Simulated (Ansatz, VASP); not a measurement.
# BAs: VASP beside Ansatz

Contents of INCAR:

```
SYSTEM = BAs
ALGO = Normal
EDIFF = 1E-7
ENCUT = 520
GGA = PE
ISIF = 2
ISMEAR = 0
LASPH = .True.
LCHARG = .False.
LREAL = .False.
LWAVE = .False.
NBANDS = 11
NELM = 100
PREC = Accurate
SIGMA = 0.02
```

The input KPOINTS:

```
k-points
0
Gamma
  10 10 10
  0 0 0
```

POSCAR

```
BAs
1.0
    0.0000000000      2.2394532939      2.2394532939
    2.2394532939      0.0000000000      2.2394532939
    2.2394532939      2.2394532939      0.0000000000
B As
1 1
Direct
    0.0000000000      0.0000000000      0.0000000000
    0.7500000000      0.7500000000      0.7500000000
```

Input for Ansatz:

```yaml
crystal:
  lattice:
    - [0.0, 2.2394532939, 2.2394532939]
    - [2.2394532939, 0.0, 2.2394532939]
    - [2.2394532939, 2.2394532939, 0.0]
  atoms:
    - { symbol: B, position: [0.0, 0.0, 0.0] }
    - { symbol: As, position: [0.75, 0.75, 0.75] }
basis:
  ecutwfc: 420
kpoints:
  mp_grid: { grid: [10, 10, 10] }
hamiltonian:
  xc: pbe
scf:
  occupations: { method: gaussian, width: 0.02 }
output:
  forces: true
  stress: true
  eigenvalues: true
  write_density: true
  write_potential: true
  elf: true
  volumetric_format: npy
```

Alike in both runs: task single point; functional PBE; k mesh 10 × 10 × 10; occupations gaussian, width 0.02 eV; no spin polarisation.

|  | VASP | Ansatz |
| --- | --- | --- |
| version | VASP 6.6.1 | Ansatz 0.2.0 |
| potentials or method | VASP PAW PBE potentials, release 64 (B, As), cutoff 520 eV | scalar-relativistic, plane waves, PAW |
| valence electrons in the cell | 8 | 18 |

|  | VASP | Ansatz | Ansatz less VASP |
| --- | --- | --- | --- |
| gap on the k mesh at the Fermi level (eV) | 0.96 | 0.97 | +0.012 |
| least direct gap on the mesh (eV) | 3.56 | 3.56 | +0.002 |
| pressure (GPa) | 44.9 | 43.2 | -1.63 |

Both programs put the cell under a high pressure, so it lies far from rest at this level. VASP's potentials hold 8 valence electrons a cell and Ansatz's 18, so a difference there can come from the potentials and not from the codes.
